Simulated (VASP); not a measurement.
Set up this calculation in VASP 6.6.1, as the native input.

- Task: single point
- Functional: PBEsol
- Potentials or basis: VASP PAW PBE potentials, release 64 (B, As)
- Cutoff: 520 eV
- k mesh: 10 × 10 × 10
- Occupations: gaussian, width 0.02 eV
- Spin: no spin polarisation
- Dipole correction: no
- Further INCAR settings: ALGO = Normal; EDIFF = 1e-06; NBANDS = 11

The structure of BAs lies in POSCAR:

```
BAs
1.0
    0.0000000000      2.3839379012      2.3839379012
    2.3839379012      0.0000000000      2.3839379012
    2.3839379012      2.3839379012      0.0000000000
B As
1 1
Direct
    0.0000000000      0.0000000000      0.0000000000
    0.7500000000      0.7500000000      0.7500000000
```

One way to write it, as run:

INCAR

```
SYSTEM = BAs
PREC = Accurate
ENCUT = 520
EDIFF = 1E-6
ISMEAR = 0
SIGMA = 0.02
LREAL = .False.
LASPH = .True.
NELM = 60
ALGO = Normal
ISIF = 2
LWAVE = .False.
LCHARG = .True.
GGA = PS
LELF = .True.
LVHAR = .True.
NBANDS = 11
```

KPOINTS

```
regular mesh
0
Gamma
  10 10 10
  0 0 0
```

Potentials or basis: VASP PAW PBE potentials, release 64 (B, As).

Launch:

```sh
$ cat potpaw_PBE.64/B/POTCAR potpaw_PBE.64/As/POTCAR > POTCAR
$ mpirun -np 1 vasp_std > vasp.out
```

Results of the run:

```yaml
Pressure: 0.9 GPa
Band_gap_on_the_k_mesh: 1.07 eV, indirect (least direct gap 3.25 eV)
```

Caveat: the PAW data sets were made with another functional, which shifts forces and pressure a little.

It took 9.4 s on 1 thread of Intel(R) Xeon(R) Platinum 8488C (Sapphire Rapids), on a shared host, peak memory 0.16 GiB.
